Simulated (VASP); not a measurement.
**SrO: single point with r2SCAN**

SrO:

```
Sr O
1.0
     3.56324    0.00000    0.00000
    -1.78162    3.08585    0.00000
     0.00000    0.00000    6.25510
Sr O
2 2
Direct
  0.00000 0.00000 0.00000
  0.00000 0.00000 0.50000
  0.33333 0.66667 0.25000
  0.66667 0.33333 0.75000
```

```
Program             : VASP 6.6.1
Task                : single point
Functional          : r2SCAN
Potentials or basis : VASP PAW PBE potentials, release 64 (Sr_sv, O)
Cutoff              : 520 eV
k mesh              : 6 × 6 × 4
Occupations         : gaussian, width 0.01 eV
Spin                : no spin polarisation
```

```
Pressure               : 0.6 GPa
Band gap on the k mesh : 3.94 eV
```

Stress tensor (GPa, compression positive):
```
0.53 0.00 0.00
0.00 0.53 0.00
0.00 0.00 0.67
```

Levels at points of the mesh, in eV from the valence-band top:
```
           k point  band 13  band 14  band 15  band 16  band 17  band 18  band 19  band 20
(0.00, 0.00, 0.00)    -0.98    -0.14     0.00     0.00     3.94     5.02     7.13     7.13
(0.50, 0.00, 0.00)    -1.11    -0.56    -0.27    -0.10     4.15     6.27     7.46     8.06
(0.00, 0.00, 0.50)    -0.52    -0.52    -0.52    -0.52     5.89     5.89     7.15     7.15
(0.50, 0.00, 0.50)    -0.84    -0.84    -0.61    -0.61     5.34     5.34     8.82     8.82
```

Run time: 79 s on 1 thread of Intel(R) Xeon(R) 6975P-C (Granite Rapids) (shared host), peak memory 0.2 GiB.

Caveat: the PAW data sets were made with another functional, which shifts forces and pressure a little. A k mesh can miss the band edges.
